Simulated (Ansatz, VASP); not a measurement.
One calculation of Te2Pt, two programs

The input POSCAR:

```
Te2Pt
1.0
    4.0179994500      0.0000000000      0.0000000000
   -2.0089997300      3.4796896000      0.0000000000
    0.0000000000      0.0000000000      5.2119993300
Te Pt
2 1
Direct
    0.3333333333      0.6666666667      0.2500000000
    0.6666666667      0.3333333333      0.7500000000
    0.0000000000      0.0000000000      0.0000000000
```

INCAR.step1

```
PREC = Accurate ; ENCUT = 550
ISMEAR = 0 ; SIGMA = 0.05
LREAL = F ; LASPH = T
NELM = 200 ; ISPIN = 2
MAGMOM = 0 0 4 ; LMAXMIX = 4
LDAU = T ; LDAUTYPE = 2
LDAUL = -1 2 ; LDAUU = 0 2.5
LDAUJ = 0 0 ; NBANDS = 22
GGA = PE ; ALGO = Normal
EDIFF = 1E-5 ; LWAVE = T
LCHARG = F ; GGA_COMPAT = F
```

File INCAR.step2:

```
PREC = Accurate ; ENCUT = 550
EDIFF = 1E-6 ; ISMEAR = 0
SIGMA = 0.05 ; LREAL = F
LASPH = T ; NELM = 200
ALGO = Normal ; ISIF = 2
LWAVE = F ; LCHARG = F
ISPIN = 2 ; MAGMOM = 0 0 4
LORBIT = 11 ; LMAXMIX = 4
LDAU = T ; LDAUTYPE = 2
LDAUL = -1 2 ; LDAUU = 0 2.5
LDAUJ = 0 0 ; LDAUPRINT = 1
METAGGA = R2SCAN ; LMIXTAU = T
NBANDS = 22 ; ISTART = 1
GGA_COMPAT = F
```

Contents of KPOINTS:

```
regular mesh
0
Gamma
  6 6 4
```

Input for Ansatz:

```yaml
crystal:
  lattice:
    - [4.01799945, 0.0, 0.0]
    - [-2.00899973, 3.4796896, 0.0]
    - [0.0, 0.0, 5.21199933]
  atoms:
    - { symbol: Te, position: [0.3333333333, 0.6666666667, 0.25] }
    - { symbol: Te, position: [0.6666666667, 0.3333333333, 0.75] }
    - { symbol: Pt, position: [0.0, 0.0, 0.0], spin: 4.0 }
basis:
  ecutwfc: 500
  ecutrho_ratio: 4
kpoints:
  mp_grid: { grid: [6, 6, 4] }
hamiltonian:
  xc: r2scan
  hubbard: { sites: [{ site: 2, l: d, u_eff: 2.5 }] }
scf:
  occupations: { method: gaussian, width: 0.05 }
  lower_state_search: "off"
  max_iter: 150
output:
  forces: true
  stress: true
  eigenvalues: true
  populations: true
  hubbard: { sites: [{ site: 2, l: d }] }
magnetization:
  spin_polarized: true
```

Alike in both runs: task single point; functional r2SCAN; k mesh 6 × 6 × 4; occupations gaussian, width 0.05 eV; collinear spin; Hubbard terms Pt d U = 2.5 eV.

|  | VASP | Ansatz |
| --- | --- | --- |
| version | VASP 6.6.1 | Ansatz 0.2.0 |
| potentials or method | VASP PAW PBE potentials, release 64 (Te, Pt), cutoff 550 eV | scalar-relativistic, plane waves, PAW |
| valence electrons in the cell | 22 | 50 |

```csv
,VASP,Ansatz,Ansatz less VASP
gap on the k mesh at the Fermi level (eV),none,none,-
pressure (GPa),4.8,6.1,+1.26
"traceless stress, the component that is largest in VASP (GPa)",0.54,-0.08,-0.621
rms of the force components (eV/Å),0.337,0.394,+0.0569
net moment per atom (μB),0.00,0.00,0.000
```

VASP's potentials were made for PBE, not for r2SCAN. The programs project onto different local orbitals, so the same U acts differently, and such runs can settle in different states. Atom by atom the forces differ by 0.057 eV/Å (rms over components). A gap of «none» marks a metal or a gap that the smearing closes. VASP's potentials hold 22 valence electrons a cell and Ansatz's 50, so a difference there can come from the potentials and not from the codes. Ansatz's warnings: filled band counts differ across k points, seeded moment not kept, stability check not made.

Spin-orbit coupling is off throughout.
